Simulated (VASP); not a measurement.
# NaNiS2O8 (C2/m) in VASP: single point with r2SCAN

Aim: the single point of NaNiS2O8 with r2SCAN.

Everything below comes from runs of VASP 6.6.1. Logs are shortened: lines on timing, memory, paths and dates and some standing lists are left out, and cuts for length are marked.

**1. The cell of the first run**

The structure is monoclinic, space group C2/m (No. 12). The conventional cell has a = 8.067 Å, b = 5.190 Å, c = 7.177 Å, α = 90.00°, β = 91.87°, γ = 90.00°. Within 2.6 Å of Ni (site symmetry 2/m) lie 6 O at 1.97 to 2.03 Å. Within 1.9 Å of S (site symmetry m) lie 4 O at 1.44 to 1.50 Å. Na (site symmetry 2/m) has 10 O at 2.45 to 3.17 Å within 3.2 Å. Within 2.0 Å of O (site symmetry m) lie 1 S at 1.48 Å and 1 Ni at 1.97 Å. O (site symmetry m) has 1 S at 1.44 Å within 1.9 Å. O (site symmetry 1) has 1 S at 1.50 Å within 2.0 Å.

**2. Single point, r2SCAN**

File POSCAR:

```
NaNiS2O8
1.0
    4.0333616100      2.5950312800      0.0000000000
    4.0333616100     -2.5950312800      0.0000000000
    0.2341864200      0.0000000000     -7.1727459300
Ni S Na O
1 2 1 8
Direct
    0.0000000000      0.0000000000      0.0000000000
    0.3619000000      0.3619000000      0.7784000000
    0.6381000000      0.6381000000      0.2216000000
    0.0000000000      0.0000000000      0.5000000000
    0.2401000000      0.2401000000      0.9378000000
    0.7599000000      0.7599000000      0.0622000000
    0.2886000000      0.2886000000      0.5979000000
    0.7114000000      0.7114000000      0.4021000000
    0.7028000000      0.2360000000      0.7974000000
    0.7640000000      0.2972000000      0.2026000000
    0.2972000000      0.7640000000      0.2026000000
    0.2360000000      0.7028000000      0.7974000000
```

File INCAR.step1:

```
SYSTEM = NaNiS2O8
  ALGO = Normal
  EDIFF = 1E-4
  ENCUT = 520
  GGA = PE
  ISMEAR = -1
  LASPH = .TRUE.
  LCHARG = .FALSE.
  LREAL = .FALSE.
  LWAVE = .TRUE.
  NBANDS = 50
  NELM = 100
  PREC = Accurate
  SIGMA = 0.1
```

File INCAR.step2:

```
SYSTEM = NaNiS2O8
  ALGO = Normal
  EDIFF = 1E-6
  ENCUT = 520
  ISIF = 2
  ISMEAR = -1
  ISTART = 1
  LASPH = .TRUE.
  LCHARG = .TRUE.
  LELF = .TRUE.
  LMIXTAU = .TRUE.
  LREAL = .FALSE.
  LVHAR = .TRUE.
  LWAVE = .FALSE.
  METAGGA = R2SCAN
  NBANDS = 50
  NELM = 100
  PREC = Accurate
  SIGMA = 0.1
```

File KPOINTS:

```
k-points
0
G
  5 5 3
  0 0 0
```

Potentials or basis: VASP PAW PBE potentials, release 64 (Ni, S, Na_pv, O).

On the command line:

```bash
$ cat potpaw_PBE.64/Ni/POTCAR potpaw_PBE.64/S/POTCAR potpaw_PBE.64/Na_pv/POTCAR potpaw_PBE.64/O/POTCAR > POTCAR
$ cp INCAR.step1 INCAR
$ mpirun -np 1 vasp_std > vasp.out
$ cp INCAR.step2 INCAR
$ mpirun -np 1 vasp_std > vasp.out
```

OUTCAR:

```text
SYSTEM = NaNiS2O8
   EDIFF = 1E-6
   ENCUT = 520
   ISIF = 2
   ISMEAR = -1
   ISTART = 1
   LASPH = .TRUE.
   LREAL = .FALSE.
   METAGGA = R2SCAN
   NELM = 100
   PREC = Accurate

 ion  position               nearest neighbor table
   1  0.000  0.000  0.000-   5 1.97   6 1.97   9 2.03  10 2.03  11 2.03  12 2.03
   2  0.362  0.362  0.778-   7 1.44   5 1.48   9 1.50  12 1.50
   3  0.638  0.638  0.222-   8 1.44   6 1.48  10 1.50  11 1.50
   4  0.000  0.000  0.500-
   5  0.240  0.240  0.938-   2 1.48   1 1.97
   6  0.760  0.760  0.062-   3 1.48   1 1.97
   7  0.289  0.289  0.598-   2 1.44
   8  0.711  0.711  0.402-   3 1.44
   9  0.703  0.236  0.797-   2 1.50   1 2.03
  10  0.764  0.297  0.203-   3 1.50   1 2.03
  11  0.297  0.764  0.203-   3 1.50   1 2.03
  12  0.236  0.703  0.797-   2 1.50   1 2.03

  LATTYP: Found a base centered monoclinic cell.
 ALAT       =     8.0667232200
 B/A-ratio  =     0.6433916745
 C/A-ratio  =     0.8896509460
 COS(beta)  =    -0.0326320912

  Lattice vectors:

 A1 = (  -4.0333616100,  -2.5950312800,   0.0000000000)
 A2 = (  -4.0333616100,   2.5950312800,   0.0000000000)
 A3 = (   0.2341864200,   0.0000000000,  -7.1727459300)

Analysis of symmetry for initial positions (statically):
=====================================================================
 Subroutine PRICEL returns:
 Original cell was already a primitive cell.

 Routine SETGRP: Setting up the symmetry group for a
 base centered monoclinic supercell.

 Subroutine GETGRP returns: Found  4 space group operations
 (whereof  4 operations were pure point group operations)
 out of a pool of  4 trial point group operations.

The static configuration has the point symmetry C_2h.

Analysis of symmetry for dynamics (positions and initial velocities):
=====================================================================
 Subroutine PRICEL returns:
 Original cell was already a primitive cell.

 Routine SETGRP: Setting up the symmetry group for a
 base centered monoclinic supercell.

 Subroutine GETGRP returns: Found  4 space group operations
 (whereof  4 operations were pure point group operations)
 out of a pool of  4 trial point group operations.

The dynamic configuration has the point symmetry C_2h.

 Subroutine INISYM returns: Found  4 space group operations
 (whereof  4 operations are pure point group operations),
 and found     1 'primitive' translations

----------------------------------------------------------------------------------------

                                     Primitive cell

  volume of cell :     150.1500

  direct lattice vectors                    reciprocal lattice vectors
     4.033361610  2.595031280  0.000000000     0.123966073  0.192675905  0.004047428
     4.033361610 -2.595031280  0.000000000     0.123966073 -0.192675905  0.004047428
     0.234186420  0.000000000 -7.172745930     0.000000000  0.000000000 -0.139416621

  length of vectors
     4.796060177  4.796060177  7.176567944     0.229146183  0.229146183  0.139416621

  position of ions in fractional coordinates (direct lattice)
     0.000000000  0.000000000  0.000000000
     0.361900000  0.361900000  0.778400000
     0.638100000  0.638100000  0.221600000
     0.000000000  0.000000000  0.500000000
     0.240100000  0.240100000  0.937800000
     0.759900000  0.759900000  0.062200000
     0.288600000  0.288600000  0.597900000
     0.711400000  0.711400000  0.402100000
     0.702800000  0.236000000  0.797400000
     0.764000000  0.297200000  0.202600000
     0.297200000  0.764000000  0.202600000
     0.236000000  0.702800000  0.797400000

  ion indices of the primitive-cell ions
   primitive index   ion index
                 1           1
                 2           2
                 3           3
                 4           4
                 5           5
                 6           6
                 7           7
                 8           8
                 9           9
                10          10
                11          11
                12          12

----------------------------------------------------------------------------------------

 KPOINTS: k-points

Automatic generation of k-mesh.
 Grid dimensions read from file:
 generate k-points for:    5    5    3

 Generating k-lattice:

  Cartesian coordinates                     Fractional coordinates (reciprocal lattice)
     0.024793215  0.038535181  0.000809486     0.200000000  0.000000000 -0.000000000
     0.024793215 -0.038535181  0.000809486     0.000000000  0.200000000 -0.000000000
     0.000000000  0.000000000 -0.046472207     0.000000000  0.000000000  0.333333333

  Length of vectors
     0.045829237  0.045829237  0.046472207

  Shift w.r.t. Gamma in fractional coordinates (k-lattice)
     0.000000000  0.000000000  0.000000000

 Subroutine IBZKPT returns following result:
 ===========================================

 Found     24 irreducible k-points:

 Following reciprocal coordinates:
            Coordinates               Weight
  0.000000  0.000000  0.000000      1.000000
  0.200000  0.000000 -0.000000      4.000000
  0.400000  0.000000 -0.000000      4.000000
  0.200000  0.200000 -0.000000      2.000000
  0.400000  0.200000  0.000000      4.000000
 -0.400000  0.200000  0.000000      4.000000
[... 16 lines left out ...]
 -0.200000 -0.400000  0.333333      4.000000
 -0.200000 -0.200000  0.333333      2.000000
   k-points           NKPTS =     24   k-points in BZ     NKDIM =     24   number of bands    NBANDS=     50
   number of dos      NEDOS =    301   number of ions     NIONS =     12
   total plane-waves  NPLWV =  69984
   dimension x,y,z NGX =    36 NGY =   36 NGZ =   54
   dimension x,y,z NGXF=    72 NGYF=   72 NGZF=  108
   ions per type =               1   2   1   8
   NGX,Y,Z   is equivalent  to a cutoff of  12.48, 12.48, 12.51 a.u.
   NGXF,Y,Z  is equivalent  to a cutoff of  24.96, 24.96, 25.02 a.u.
 SYSTEM =  NaNiS2O8
   PREC   = accura    normal or accurate (medium, high low for compatibility)
   ISTART =      1    job   : 0-new  1-cont  2-samecut
   ICHARG =      0    charge: 1-file 2-atom 10-const
   ISPIN  =      1    spin polarized calculation?
   LNONCOLLINEAR =      F non collinear calculations
   LSORBIT =      F    spin-orbit coupling
   LASPH  =      T    aspherical Exc in radial PAW
   ENCUT  =  520.0 eV  38.22 Ry    6.18 a.u.   8.92  8.92 13.34*2*pi/ulx,y,z
   NELM   =    100;   NELMIN=  2; NELMDL=  0     # of ELM steps
   EDIFF  = 0.1E-05   stopping-criterion for ELM
   LREAL  =      F    real-space projection
   EDIFFG = 0.1E-04   stopping-criterion for IOM
   NSW    =      0    number of steps for IOM
   IBRION =     -1    ionic relax: 0-MD 1-quasi-New 2-CG
   NFREE  =      0    steps in history (QN), initial steepest desc. (CG)
   ISIF   =      2    stress and relaxation
   ISYM   =      2    0-nonsym 1-usesym 2-fastsym
   POTIM  = 0.5000    time-step for ionic-motion
   TEBEG  =    0.0;   TEEND  =   0.0 temperature during run
   PSTRESS=    0.0 pullay stress
   NELECT =      77.0000    total number of electrons
   NUPDOWN=      -1.0000    fix difference up-down
   EMIN   =  10.00;   EMAX   =-10.00  energy-range for DOS
   EFERMI =   0.00;   METHOD = LEGACY
   ISMEAR =    -1;   SIGMA  =   0.10  broadening in eV -4-tet -1-fermi 0-gaus
   EFERMI_NEDOS =   21; number of points for ismear=-14 and -15
   IALGO  =     38    algorithm
   IMIX   =      4    mixing-type and parameters
     AMIX     =   0.40;   BMIX     =  1.00
     AMIX_MAG =   1.60;   BMIX_MAG =  1.00
  volume/ion in A,a.u.               =      12.51        84.44
  Fermi-wavevector in a.u.,A,eV,Ry     =   1.310378  2.476256 23.362443  1.717091
  Thomas-Fermi vector in A             =   2.440913
   LORBIT       =      0    0 simple, 1 ext, 2 COOP (PROOUT), +10 PAW based schemes
   METAGGA = R2SCAN    functional components
   LHFCALC =     F    Hartree Fock is set to
   AEXX    =    0.0000 exact exchange contribution
   IVDW    =     0    specifies the selected vdW correction
   LEPSILON=     F    determine dielectric tensor
   LRPA    =     F    only Hartree local field effects (RPA)
 non-spin polarized calculation
  energy-cutoff  :      520.00
  volume of cell :      150.15
 maximum number of plane-waves:      4071
   NGX = 17   NGY = 17   NGZ = 27

 number of electron      77.0000011 magnetization

 Free energy of the ion-electron system (eV)
  ---------------------------------------------------
  ext. energy  EPLUGINS =         0.00000000
  ---------------------------------------------------
  free energy    TOTEN  =       -96.32684660 eV

  energy without entropy =      -96.18024883  energy(sigma->0) =      -96.25354771

 E-fermi :   1.1546     XC(G=0):  -9.9593

 val. band max:        1.1533071707   @ k =  -0.2000  -0.2000   0.3333
 cond. band min:       1.1669828861   @ k =   0.2000   0.0000   0.3333
 fundamental gap:      0.0136757154
 Fermi energy:         1.1545882254

 k-point     1 :       0.0000    0.0000    0.0000
  band No.  band energies     occupation
      1     -23.9382      2.00000
      2     -23.7800      2.00000
      3     -21.0819      2.00000
      4     -21.0629      2.00000
      5     -21.0336      2.00000
      6     -19.7777      2.00000
[... 42 lines left out ...]
     49      11.0703      0.00000
     50      11.3070      0.00000

 k-point     2 :       0.2000    0.0000   -0.0000
  band No.  band energies     occupation
      1     -23.9065      2.00000
      2     -23.7744      2.00000
      3     -21.0795      2.00000
      4     -21.0668      2.00000
      5     -21.0390      2.00000
      6     -19.7689      2.00000
[... 1158 lines left out ...]
 k-point    24 :      -0.2000   -0.2000    0.3333
  band No.  band energies     occupation
      1     -23.8887      2.00000
      2     -23.7842      2.00000
      3     -21.0822      2.00000
      4     -21.0615      2.00000
      5     -21.0422      2.00000
      6     -19.7353      2.00000
[... 42 lines left out ...]
     49      11.2639      0.00000
     50      11.4391      0.00000

------------------------ aborting loop because EDIFF is reached ----------------------------------------

  FORCE on cell =-STRESS in cart. coord.  units (eV):
  Direction    XX          YY          ZZ          XY          YZ          ZX
  --------------------------------------------------------------------------------------
  -------------------------------------------------------------------------------------
  Total       -5.5122120     -4.0193344     -4.5440333      0.0000000      0.0000000     -0.5101076
  in kB      -58.8181405    -42.8883683    -48.4871759      0.0000000      0.0000000     -5.4431106
  external PRESSURE =     -50.0645616 kB  Pullay stress =       0.0000000 kB

 VOLUME and BASIS-vectors are now :
 -----------------------------------------------------------------------------
  energy-cutoff  :      520.00
  volume of cell :      150.15
      direct lattice vectors                 reciprocal lattice vectors
     4.033361610  2.595031280  0.000000000     0.123966073  0.192675905  0.004047428
     4.033361610 -2.595031280  0.000000000     0.123966073 -0.192675905  0.004047428
     0.234186420  0.000000000 -7.172745930     0.000000000  0.000000000 -0.139416621

 POSITION                                       TOTAL-FORCE (eV/Angst)
 -----------------------------------------------------------------------------------
      0.00000      0.00000      0.00000         0.000000      0.000000      0.000000
      3.10164      0.00000     -5.58327        -0.696274      0.000000     -0.788668
      5.19927      0.00000     -1.58948         0.696274      0.000000      0.788668
      0.11709      0.00000     -3.58637         0.000000      0.000000      0.000000
      2.15644      0.00000     -6.72660        -0.211826      0.000000     -0.155078
      6.14447      0.00000     -0.44614         0.211826      0.000000      0.155078
      2.46808      0.00000     -4.28858         0.158113      0.000000     -0.035413
      5.83283      0.00000     -2.88416        -0.158113      0.000000      0.035413
      3.97326      1.21136     -5.71955         0.116061      0.340208     -0.036360
      4.32765      1.21136     -1.45320        -0.116061      0.340208      0.036360
      4.32765     -1.21136     -1.45320        -0.116061     -0.340208      0.036360
      3.97326     -1.21136     -5.71955         0.116061     -0.340208     -0.036360
 -----------------------------------------------------------------------------------
    total drift:                                0.000000      0.000000      0.000000

  FREE ENERGIE OF THE ION-ELECTRON SYSTEM (eV)
  ---------------------------------------------------
  free  energy   TOTEN  =       -96.3268465968 eV

  energy  without entropy=      -96.1802488291  energy(sigma->0) =      -96.25354771
```

Run time: 6.8 min. Hardware: 1 thread of Intel Xeon Platinum 8488C (Sapphire Rapids), shared host; peak memory 0.37 GiB.

What came out:

```
Free energy   : -96.3268 eV
Pressure      : -5.0 GPa
Largest force : 1.052 eV/Å
```

Forces on the atoms (eV/Å):
```
Ni   0.000  0.000  0.000
S   -0.696  0.000 -0.789
S    0.696  0.000  0.789
Na   0.000  0.000  0.000
O   -0.212  0.000 -0.155
O    0.212  0.000  0.155
O    0.158  0.000 -0.035
O   -0.158  0.000  0.035
O    0.116  0.340 -0.036
O   -0.116  0.340  0.036
O   -0.116 -0.340  0.036
O    0.116 -0.340 -0.036
```

Stress tensor (GPa, compression positive):
```
-5.88  0.00 -0.54
 0.00 -4.29  0.00
-0.54  0.00 -4.85
```

Caveat: the PAW data sets were made with another functional, which shifts forces and pressure a little; an odd number of electrons without spin polarisation forces a metal; a magnetic or distorted state may lie lower; the run has no spin polarisation, though such a crystal can be magnetic; semilocal functionals often make such compounds metallic where correlation or magnetic order opens a gap, which also shifts bond lengths. With open d or f shells a metallic result of r2SCAN can be an artefact of self-interaction; +U or a hybrid may open a gap.
